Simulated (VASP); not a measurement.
# SiC6 in VASP: notebook

SiC6 is run at these levels: PBE; tasks: single point.

Everything below comes from runs of VASP 6.6.1. Logs are shortened: lines on timing, memory, paths and dates and some standing lists are left out, and cuts for length are marked.

**1. The cell of the first run**

The cell holds a disordered packing, 14 atoms: a = 5.263 Å, b = 5.133 Å, c = 5.339 Å, α = 87.44°, β = 86.81°, γ = 90.85°.

**2. Single point, PBE**

Contents of INCAR:

```
PREC = Accurate
ENCUT = 520
EDIFF = 1E-6
ISMEAR = -1
SIGMA = 0.1379
LREAL = False
LASPH = True
NELM = 120
ALGO = Normal
ISIF = 2
LWAVE = False
LCHARG = False
GGA = PE
ISYM = -1
NBANDS = 41
GGA_COMPAT = False
```

Contents of KPOINTS:

```
explicit points
1
Reciprocal
  0.25000000   0.25000000   0.25000000 1
```

Contents of POSCAR:

```
SiC6
1.0
    5.2607330000     -0.0401340000      0.1481530000
   -0.0401340000      5.1317960000      0.1176100000
    0.1481530000      0.1176100000      5.3357620000
Si C
2 12
Direct
    0.4856152844      0.9274346758      0.7585760097
    1.0045362997      0.5509947640      0.1297196988
    0.7188804088      0.7947171441      0.4896376614
    0.5196894389      0.6900813502      0.0677026042
    0.2669659668      0.0802135329      0.2187307600
    0.2628976376      0.7915967494      0.1607099853
    0.5662872110      0.4388549784      1.0050433503
    0.9731600629      0.7243471301      0.6313587359
   -0.0296599630      0.4314117600      0.7815192798
    0.7054338646      0.7278196914      0.2494320367
    0.1046994388      0.9388067305      0.7091606418
    0.0686066205      0.2359711209      0.6191123517
    0.1303374288      0.2585664870      0.3380282168
    0.4720269006      0.2068117746      1.0136594672
```

Potentials or basis: VASP PAW PBE potentials, release 64 (Si, C).

The run is started by

```
cat potpaw_PBE.64/Si/POTCAR potpaw_PBE.64/C/POTCAR > POTCAR
mpirun -np 1 vasp_std > vasp.out
```

OUTCAR:

```text
PREC = Accurate
   ENCUT = 520
   EDIFF = 1E-6
   ISMEAR = -1
   LREAL = False
   LASPH = True
   NELM = 120
   ISIF = 2
   GGA = PE
   ISYM = -1

 ion  position               nearest neighbor table
   1  0.486  0.927  0.759-   3 1.99  14 2.02   4 2.02  11 2.04   6 2.46
   2  0.005  0.551  0.130-   6 1.84  10 1.92  13 1.97   9 2.00   7 2.50
   3  0.719  0.795  0.490-  10 1.35   8 1.61   1 1.99
   4  0.520  0.690  0.068-   7 1.37  10 1.43   6 1.52   1 2.02
   5  0.267  0.080  0.219-  13 1.33   6 1.53  14 1.60
   6  0.263  0.792  0.161-   4 1.52   5 1.53   2 1.84   1 2.46
   7  0.566  0.439  0.005-  14 1.28   4 1.37   2 2.50
   8  0.973  0.724  0.631-  11 1.38   3 1.61   9 1.67
   9  0.970  0.431  0.782-  12 1.44   8 1.67   2 2.00
  10  0.705  0.728  0.249-   3 1.35   4 1.43   2 1.92
  11  0.105  0.939  0.709-   8 1.38  12 1.60   1 2.04
  12  0.069  0.236  0.619-   9 1.44  13 1.52  11 1.60
  13  0.130  0.259  0.338-   5 1.33  12 1.52   2 1.97
  14  0.472  0.207  0.014-   7 1.28   5 1.60   1 2.02

IMPORTANT INFORMATION: All symmetrisations will be switched off!
NOSYMM: (Re-)initialisation of all symmetry stuff for point group C_1.

----------------------------------------------------------------------------------------

                                     Primitive cell

  volume of cell :     143.8542

  direct lattice vectors                    reciprocal lattice vectors
     5.260733000 -0.040134000  0.148153000     0.190249624  0.001609753 -0.005317961
    -0.040134000  5.131796000  0.117610000     0.001609753  0.194975659 -0.004342318
     0.148153000  0.117610000  5.335762000    -0.005317961 -0.004342318  0.187658027

  length of vectors
     5.262971760  5.133300404  5.339113929     0.190330743  0.195030650  0.187783577

  position of ions in fractional coordinates (direct lattice)
     0.485615284  0.927434676  0.758576010
     0.004536300  0.550994764  0.129719699
     0.718880409  0.794717144  0.489637661
     0.519689439  0.690081350  0.067702604
     0.266965967  0.080213533  0.218730760
     0.262897638  0.791596749  0.160709985
     0.566287211  0.438854978  0.005043350
     0.973160063  0.724347130  0.631358736
     0.970340037  0.431411760  0.781519280
     0.705433865  0.727819691  0.249432037
     0.104699439  0.938806730  0.709160642
     0.068606620  0.235971121  0.619112352
     0.130337429  0.258566487  0.338028217
     0.472026901  0.206811775  0.013659467

  ion indices of the primitive-cell ions
   primitive index   ion index
                 1           1
                 2           2
                 3           3
                 4           4
                 5           5
                 6           6
                 7           7
                 8           8
                 9           9
                10          10
                11          11
                12          12
                13          13
                14          14

----------------------------------------------------------------------------------------

 KPOINTS: explicit points

Read explicit list of k-points.

 Found      1 k-points:

 Following reciprocal coordinates:
            Coordinates               Weight
  0.250000  0.250000  0.250000      1.000000
   k-points           NKPTS =      1   k-points in BZ     NKDIM =      1   number of bands    NBANDS=     41
   number of dos      NEDOS =    301   number of ions     NIONS =     14
   total plane-waves  NPLWV =  64000
   dimension x,y,z NGX =    40 NGY =   40 NGZ =   40
   dimension x,y,z NGXF=    80 NGYF=   80 NGZF=   80
   ions per type =               2  12
   NGX,Y,Z   is equivalent  to a cutoff of  12.64, 12.95, 12.45 a.u.
   NGXF,Y,Z  is equivalent  to a cutoff of  25.27, 25.91, 24.91 a.u.
 SYSTEM =  unknown system
   PREC   = accura    normal or accurate (medium, high low for compatibility)
   ISTART =      0    job   : 0-new  1-cont  2-samecut
   ICHARG =      2    charge: 1-file 2-atom 10-const
   ISPIN  =      1    spin polarized calculation?
   LNONCOLLINEAR =      F non collinear calculations
   LSORBIT =      F    spin-orbit coupling
   LASPH  =      T    aspherical Exc in radial PAW
   ENCUT  =  520.0 eV  38.22 Ry    6.18 a.u.   9.79  9.54  9.93*2*pi/ulx,y,z
   NELM   =    120;   NELMIN=  2; NELMDL= -5     # of ELM steps
   EDIFF  = 0.1E-05   stopping-criterion for ELM
   LREAL  =      F    real-space projection
   EDIFFG = 0.1E-04   stopping-criterion for IOM
   NSW    =      0    number of steps for IOM
   IBRION =     -1    ionic relax: 0-MD 1-quasi-New 2-CG
   NFREE  =      0    steps in history (QN), initial steepest desc. (CG)
   ISIF   =      2    stress and relaxation
   ISYM   =     -1    0-nonsym 1-usesym 2-fastsym
   POTIM  = 0.5000    time-step for ionic-motion
   TEBEG  =    0.0;   TEEND  =   0.0 temperature during run
   PSTRESS=    0.0 pullay stress
   NELECT =      56.0000    total number of electrons
   NUPDOWN=      -1.0000    fix difference up-down
   EMIN   =  10.00;   EMAX   =-10.00  energy-range for DOS
   EFERMI =   0.00;   METHOD = LEGACY
   ISMEAR =    -1;   SIGMA  =   0.14  broadening in eV -4-tet -1-fermi 0-gaus
   EFERMI_NEDOS =   21; number of points for ismear=-14 and -15
   IALGO  =     38    algorithm
   IMIX   =      4    mixing-type and parameters
     AMIX     =   0.40;   BMIX     =  1.00
     AMIX_MAG =   1.60;   BMIX_MAG =  1.00
  volume/ion in A,a.u.               =      10.28        69.34
  Fermi-wavevector in a.u.,A,eV,Ry     =   1.195354  2.258892 19.440982  1.428872
  Thomas-Fermi vector in A             =   2.331322
   LORBIT       =      0    0 simple, 1 ext, 2 COOP (PROOUT), +10 PAW based schemes
   GGA     = PE    functional components
   LHFCALC =     F    Hartree Fock is set to
   AEXX    =    0.0000 exact exchange contribution
   IVDW    =     0    specifies the selected vdW correction
   LEPSILON=     F    determine dielectric tensor
   LRPA    =     F    only Hartree local field effects (RPA)
 non-spin polarized calculation
  energy-cutoff  :      520.00
  volume of cell :      143.85
 maximum number of plane-waves:      3877
 NGX is ok and might be reduce to    40
   NGX = 19   NGY = 19   NGZ = 19

 number of electron      56.0000002 magnetization

 Free energy of the ion-electron system (eV)
  ---------------------------------------------------
  ext. energy  EPLUGINS =         0.00000000
  ---------------------------------------------------
  free energy    TOTEN  =      -109.27816439 eV

  energy without entropy =     -109.25714392  energy(sigma->0) =     -109.26765416

 E-fermi :   5.2749     XC(G=0): -10.2717

 val. band max:        4.5744327700   @ k =   0.2500   0.2500   0.2500
 cond. band min:       5.9794995085   @ k =   0.2500   0.2500   0.2500
 fundamental gap:      1.4050667385
 Fermi energy:         5.2748523178

 k-point     1 :       0.2500    0.2500    0.2500
  band No.  band energies     occupation
      1     -12.9462      2.00000
      2     -11.5979      2.00000
      3     -10.7506      2.00000
      4      -9.7585      2.00000
      5      -8.8520      2.00000
      6      -8.4176      2.00000
      7      -7.4079      2.00000
      8      -6.0430      2.00000
      9      -5.2454      2.00000
     10      -4.5815      2.00000
     11      -3.5988      2.00000
     12      -2.9129      2.00000
     13      -2.3905      2.00000
     14      -2.0803      2.00000
     15      -1.6318      2.00000
     16      -1.2303      2.00000
     17      -0.8847      2.00000
     18      -0.5607      2.00000
     19       0.3852      2.00000
     20       0.7819      2.00000
     21       1.1142      2.00000
     22       1.6354      2.00000
     23       1.8980      2.00000
     24       2.4601      2.00000
     25       3.0053      2.00000
     26       3.1288      2.00000
     27       3.5759      1.99999
     28       4.5744      1.98763
     29       5.9795      0.01200
     30       6.4594      0.00037
     31       6.9801      0.00001
     32       7.4428      0.00000
     33       8.2568      0.00000
     34       8.6890      0.00000
     35       9.3326      0.00000
     36      10.3118      0.00000
     37      10.5284      0.00000
     38      11.1199      0.00000
     39      11.7183      0.00000
     40      11.9100      0.00000
 [bands above 40 left out]

------------------------ aborting loop because EDIFF is reached ----------------------------------------

  FORCE on cell =-STRESS in cart. coord.  units (eV):
  Direction    XX          YY          ZZ          XY          YZ          ZX
  --------------------------------------------------------------------------------------
  -------------------------------------------------------------------------------------
  Total       -0.3917013     -9.9652123    -13.4680666      3.1872194     -3.5968966      1.2576638
  in kB       -4.3625763   -110.9876236   -150.0006888     35.4976790    -40.0604615     14.0072393
  external PRESSURE =     -88.4502962 kB  Pullay stress =       0.0000000 kB

 VOLUME and BASIS-vectors are now :
 -----------------------------------------------------------------------------
  energy-cutoff  :      520.00
  volume of cell :      143.85
      direct lattice vectors                 reciprocal lattice vectors
     5.260733000 -0.040134000  0.148153000     0.190249624  0.001609753 -0.005317961
    -0.040134000  5.131796000  0.117610000     0.001609753  0.194975659 -0.004342318
     0.148153000  0.117610000  5.335762000    -0.005317961 -0.004342318  0.187658027

 POSITION                                       TOTAL-FORCE (eV/Angst)
 -----------------------------------------------------------------------------------
      2.62986      4.82913      4.22860        -0.699103      0.069013      0.547878
      0.02097      2.84267      0.75763         0.901632     -0.770973      0.329548
      3.82248      4.10706      2.81256         0.533645      0.070360      1.750209
      2.71628      3.52846      0.51940        -2.074203      2.960307      0.635195
      1.43362      0.42665      1.21608         2.226799     -4.187422     -3.789463
      1.37507      4.07066      0.98956         0.308097      2.373254      0.730772
      2.96222      2.22998      0.16242        -0.098005     -1.886915     -2.301886
      5.18400      3.75240      3.59815        -2.031772     -0.289401      0.866845
      5.20317      2.26689      4.36450         1.518847      3.245507     -1.662417
      3.71884      3.73605      1.52102         2.655313     -0.424229      1.357845
      0.61818      4.89697      3.90984         1.279679      1.240017     -0.655681
      0.44317      1.28102      3.34135        -1.069186     -1.995031     -1.227217
      0.72537      1.36143      1.85336        -2.905247      1.730262      4.160525
      2.47693      1.04398      0.16714        -0.546495     -2.134748     -0.742155
 -----------------------------------------------------------------------------------
    total drift:                               -0.000132      0.000047     -0.000031

  FREE ENERGIE OF THE ION-ELECTRON SYSTEM (eV)
  ---------------------------------------------------
  free  energy   TOTEN  =      -109.2781643949 eV

  energy  without entropy=     -109.2571439169  energy(sigma->0) =     -109.26765416
```

Wall time 22 s (1 thread of Intel Xeon Platinum 8259CL at 2.50GHz (Skylake/Cascade Lake), shared host); peak memory 0.22 GiB.

What came out:

* Free energy: -109.2782 eV
* Pressure: -8.8 GPa
* Largest force: 6.071 eV/Å

Forces in eV/Å, atoms in the order of the input:
```
Si  -0.699  0.069  0.548
Si   0.902 -0.771  0.330
C    0.534  0.070  1.750
C   -2.074  2.960  0.635
C    2.227 -4.187 -3.789
C    0.308  2.373  0.731
C   -0.098 -1.887 -2.302
C   -2.032 -0.289  0.867
C    1.519  3.246 -1.662
C    2.655 -0.424  1.358
C    1.280  1.240 -0.656
C   -1.069 -1.995 -1.227
C   -2.905  1.730  4.161
C   -0.546 -2.135 -0.742
```

Caveat: the atoms stand as in a frame of molecular dynamics.

**3. Single point, PBE**

Contents of INCAR:

```
  PREC = Accurate
  ENCUT = 520
  EDIFF = 1E-6
  ISMEAR = -1
  SIGMA = 0.1379
  LREAL = False
  LASPH = True
  NELM = 120
  ALGO = Normal
  ISIF = 2
  LWAVE = False
  LCHARG = True
  GGA = PE
  LELF = True
  LVHAR = True
  NBANDS = 41
  ISYM = -1
  GGA_COMPAT = False
```

KPOINTS is that of step 2.

Contents of POSCAR:

```
SiC6
1.0
    5.2607330000     -0.0401340000      0.1481530000
   -0.0401340000      5.1317960000      0.1176100000
    0.1481530000      0.1176100000      5.3357620000
Si C
2 12
Direct
    0.4824665207      1.0136473625      0.7429966088
    1.0650059821      0.6092743982      0.0981721836
    0.7659895477      0.8469630116      0.5276067468
    0.5643784238      0.7646047649      0.1057315669
    0.3543869586      0.1948471303      0.1769172872
    0.3210029652      0.9219775087      0.1240255230
    0.6411978289      0.5476518215      0.9683224790
    1.0037409000      0.8363941052      0.6360786826
    0.0874741319      0.5714343749      0.7164275783
    0.7283703243      0.7266105710      0.2948235101
    0.1279644905      1.0674062732      0.6798867763
    0.1213965285      0.3383504564      0.5818689707
    0.1960465578      0.3540971654      0.3354622539
    0.5169947510      0.3046594298      0.9706914741
```

Potentials or basis: VASP PAW PBE potentials, release 64 (Si, C).

The run is started by

```
cat potpaw_PBE.64/Si/POTCAR potpaw_PBE.64/C/POTCAR > POTCAR
mpirun -np 1 vasp_std > vasp.out
```

Run time: 26 s. Hardware: 1 thread of Intel Xeon Platinum 8259CL at 2.50GHz (Skylake/Cascade Lake), shared host; peak memory 0.22 GiB.

Results (log left out):

```
Free energy   : -108.7792 eV
Pressure      : -4.7 GPa
Largest force : 5.726 eV/Å
```

Forces on the atoms (eV/Å):
```
Si   0.798  1.198  0.665
Si   0.439  1.598  0.776
C   -3.595 -0.006 -2.180
C   -2.456 -0.573  0.167
C   -2.134 -0.123  0.832
C    1.085 -3.548 -0.248
C   -2.213 -1.442 -0.714
C    1.355 -0.617  0.162
C    0.058  0.110  2.557
C    3.516  2.667  2.784
C    1.967 -0.411 -0.412
C   -1.768  0.979  2.995
C    1.109  0.213 -5.614
C    1.840 -0.046 -1.771
```

Stress tensor (GPa, compression positive):
```
 -1.94  -0.61   6.19
 -0.61  -9.04 -10.05
  6.19 -10.05  -3.02
```

Levels at points of the mesh, in eV from the Fermi level:
```tsv
k point	band 24	band 25	band 26	band 27	band 28	band 29	band 30	band 31	band 32	band 33
(0.25, 0.25, 0.25)	-3.14	-2.41	-2.10	-1.27	-0.58	0.58	1.06	1.38	2.13	2.68
```

Caveat: the atoms stand as in a frame of molecular dynamics.
